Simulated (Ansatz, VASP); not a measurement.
**One calculation of TlSbO2, two programs**

File POSCAR:

```
TlSbO2
1.0
    1.7755300683      1.0251027629      6.5400629733
   -1.7755300683      1.0251027629      6.5400629733
    0.0000000000     -2.0502055258      6.5400629733
Tl Sb O
1 1 2
Direct
    1.0000000000      0.0000000000      0.0000000000
    0.5000000000      0.5000000000      0.5000000000
    0.2271237174      0.2271237174      0.2271237174
    0.7728762826      0.7728762826      0.7728762826
```

Contents of INCAR.step1:

```
SYSTEM = TlSbO2
PREC     = Accurate       ! precision mode
ENCUT    = 520            ! plane-wave cutoff, eV
ISMEAR   = -1             ! smearing method
SIGMA    = 0.02           ! smearing width, eV
LREAL    = .False.        ! projectors in reciprocal space
LASPH    = .True.         ! aspherical terms in the spheres
NELM     = 100            ! most SCF steps
NBANDS   = 23             ! bands
GGA      = PE             ! functional
ALGO     = Normal         ! electronic algorithm
EDIFF    = 1E-4           ! SCF threshold, eV
LWAVE    = .True.         ! write WAVECAR
LCHARG   = .False.        ! write CHGCAR
```

The input INCAR.step2:

```
SYSTEM = TlSbO2
PREC     = Accurate       ! precision mode
ENCUT    = 520            ! plane-wave cutoff, eV
EDIFF    = 1E-6           ! SCF threshold, eV
ISMEAR   = -1             ! smearing method
SIGMA    = 0.02           ! smearing width, eV
LREAL    = .False.        ! projectors in reciprocal space
LASPH    = .True.         ! aspherical terms in the spheres
NELM     = 100            ! most SCF steps
ALGO     = Normal         ! electronic algorithm
ISIF     = 2              ! what is computed and relaxed
LWAVE    = .False.        ! write WAVECAR
LCHARG   = .False.        ! write CHGCAR
METAGGA  = R2SCAN         ! meta-GGA
LMIXTAU  = .True.       
NBANDS   = 23             ! bands
ISTART   = 1
```

Contents of KPOINTS:

```
regular mesh
0
Gamma
  8 8 8
  0 0 0
```

Input for Ansatz:

```yaml
crystal:
  lattice:
    - [1.7755300683, 1.0251027629, 6.5400629733]
    - [-1.7755300683, 1.0251027629, 6.5400629733]
    - [0.0, -2.0502055258, 6.5400629733]
  atoms:
    - { symbol: Tl, position: [1.0, 0.0, 0.0] }
    - { symbol: Sb, position: [0.5, 0.5, 0.5] }
    - { symbol: O, position: [0.2271237174, 0.2271237174, 0.2271237174] }
    - { symbol: O, position: [0.7728762826, 0.7728762826, 0.7728762826] }
kpoints:
  mp_grid: { grid: [8, 8, 8] }
hamiltonian:
  xc: r2scan
scf:
  occupations: { method: fermi_dirac, width: 0.02 }
  n_extra_bands: 5
output:
  forces: true
  stress: true
  eigenvalues: true
```

Alike in both runs: task single point; functional r2SCAN; k mesh 8 × 8 × 8; occupations fermi-dirac, width 0.02 eV; no spin polarisation.

|  | VASP | Ansatz |
| --- | --- | --- |
| version | VASP 6.6.1 | Ansatz 0.2.0 |
| potentials or method | VASP PAW PBE potentials, release 64 (Tl_d, Sb, O) | plane waves, PAW |
| plane-wave cutoff (eV) | 520 | 500 |
| valence electrons in the cell | 30 | 40 |

|  | VASP | Ansatz | Ansatz less VASP |
| --- | --- | --- | --- |
| pressure (GPa) | -3.2 | -2.7 | +0.53 |
| traceless stress, the component that is largest in VASP (GPa) | 0.31 | 0.19 | -0.123 |
| rms of the force components (eV/Å) | 0.067 | 0.047 | -0.0196 |

VASP's potentials were made for PBE, not for r2SCAN. Atom by atom the forces differ by 0.020 eV/Å (rms over components). With one functional, cell and mesh, what is left measures potentials, basis and numerics. VASP's potentials hold 30 valence electrons a cell and Ansatz's 40, so a difference there can come from the potentials and not from the codes.

Spin-orbit coupling is off throughout.
